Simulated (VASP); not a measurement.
InP, 2 atoms in the cell. The structure is cubic, space group Fm-3m (No. 225). The conventional cell has a = 5.593 Å, b = 5.593 Å, c = 5.593 Å, α = 90.00°, β = 90.00°, γ = 90.00°. Within 3.7 Å of In (site symmetry m-3m) lie 6 P at 2.80 Å. Within 3.7 Å of P (site symmetry m-3m) lie 6 In at 2.80 Å.  This cell differs from its parent crystal: volume scaled by 0.94.

```yaml
Program: VASP 6.6.1
Task: single point
Functional: PBEsol
Potentials_or_basis: VASP PAW PBE potentials, release 64 (In_d, P)
Cutoff: 520 eV
k_mesh: 11 × 11 × 11
Occupations: fermi-dirac, width 0.03 eV
Spin: no spin polarisation
Dipole_correction: no
Further_INCAR_settings: ALGO = Normal; EDIFF = 1e-07; NBANDS = 16
```

Potentials or basis: VASP PAW PBE potentials, release 64 (In_d, P).

Command:

```console
$ cat potpaw_PBE.64/In_d/POTCAR potpaw_PBE.64/P/POTCAR > POTCAR
$ mpirun -np 1 vasp_std > vasp.out
```

Hardware: 1 thread of Intel(R) Xeon(R) Platinum 8259CL CPU @ 2.50GHz (Skylake/Cascade Lake), with other jobs on the host.

Q: Estimate the wall time of this run.

A: Wall time 42 s on 1 thread of Intel(R) Xeon(R) Platinum 8259CL CPU @ 2.50GHz (Skylake/Cascade Lake), on a shared host, peak memory 0.19 GiB. Counts: scf iterations 12, k points 56.
